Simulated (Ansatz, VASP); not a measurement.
# Two plane-wave programs on Co

```xyz
2
Lattice="2.4720 0.0000 0.0000 -1.2360 2.1408 0.0000 0.0000 0.0000 4.0211" Properties=species:S:1:pos:R:3 pbc="T T T"
Co    0.0000    1.4272    1.0053
Co    1.2360    0.7136    3.0159
```

Alike in both runs: task single point; functional PBE; k mesh 6 × 6 × 4; occupations gaussian, width 0.1 eV; collinear spin.

|  | VASP | Ansatz |
| --- | --- | --- |
| version | VASP 6.6.1 | Ansatz 0.2.0 |
| potentials or method | VASP PAW PBE potentials, release 64 (Co), cutoff 520 eV | scalar-relativistic, plane waves, PAW |
| valence electrons in the cell | 18 | 34 |

```tsv
	VASP	Ansatz	Ansatz less VASP
gap on the k mesh at the Fermi level (eV)	none	none	-
pressure (GPa)	3.2	4.2	+0.98
traceless stress, the component that is largest in VASP (GPa)	-0.50	-0.21	+0.292
net moment per atom (μB)	1.58	1.59	+0.015
size of the moment on the site where the two differ most (μB)	1.59	1.66	+0.068
```

Site moments also hang on the region over which each program counts them. A gap of «none» marks a metal or a gap that the smearing closes. The functional is the same, so the differences come from potentials, cutoffs and numerics. VASP's potentials hold 18 valence electrons a cell and Ansatz's 34, so a difference there can come from the potentials and not from the codes.

The k mesh is coarse, so the values compare programs but aren't converged.
